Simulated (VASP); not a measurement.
A run of VASP 6.6.1:

File INCAR:

```
SYSTEM = Ga2GeO
ALGO     = Normal         ! electronic algorithm
EDIFF    = 1E-6           ! SCF threshold, eV
EDIFFG   = -0.04          ! ionic threshold
ENCUT    = 600            ! plane-wave cutoff, eV
GGA      = PE             ! functional
IBRION   = 2              ! ionic algorithm
ISIF     = 3              ! what is computed and relaxed
ISMEAR   = 0              ! smearing method
LASPH    = .TRUE.         ! aspherical terms in the spheres
LCHARG   = .FALSE.        ! write CHGCAR
LREAL    = .FALSE.        ! projectors in reciprocal space
LWAVE    = .FALSE.        ! write WAVECAR
NELM     = 100            ! most SCF steps
NSW      = 90             ! ionic steps
PREC     = Accurate       ! precision mode
SIGMA    = 0.1            ! smearing width, eV
```

File KPOINTS:

```
k-points
0
G
  6 6 4
  0 0 0
```

File POSCAR:

```
Ga2GeO
1.0
    3.3473825200      0.0000000000      0.0000000000
    0.0000000000      3.3473825200      0.0000000000
    0.0000000000      0.0000000000      4.7283652000
Ga Ge O
2 1 1
Direct
    0.0000000000      0.0000000000      0.5000000000
    0.5000000000      0.5000000000      0.0000000000
    0.0000000000      0.0000000000      0.0000000000
    0.5000000000      0.5000000000      0.5000000000
```

Potentials or basis: VASP PAW PBE potentials, release 64 (Ga_d, Ge_d, O).

The run is started by

```bash
$ cat potpaw_PBE.64/Ga_d/POTCAR potpaw_PBE.64/Ge_d/POTCAR potpaw_PBE.64/O/POTCAR > POTCAR
$ mpirun -np 1 vasp_std > vasp.out
```

Hardware: 1 thread of Intel(R) Xeon(R) Platinum 8375C CPU @ 2.90GHz (Ice Lake) (shared host).

Estimate the wall time of this run.

Run time: 3.1 min on 1 thread of Intel(R) Xeon(R) Platinum 8375C CPU @ 2.90GHz (Ice Lake) (shared host), peak memory 0.21 GiB. Counts: scf iterations 57, k points 30, ion steps 6.
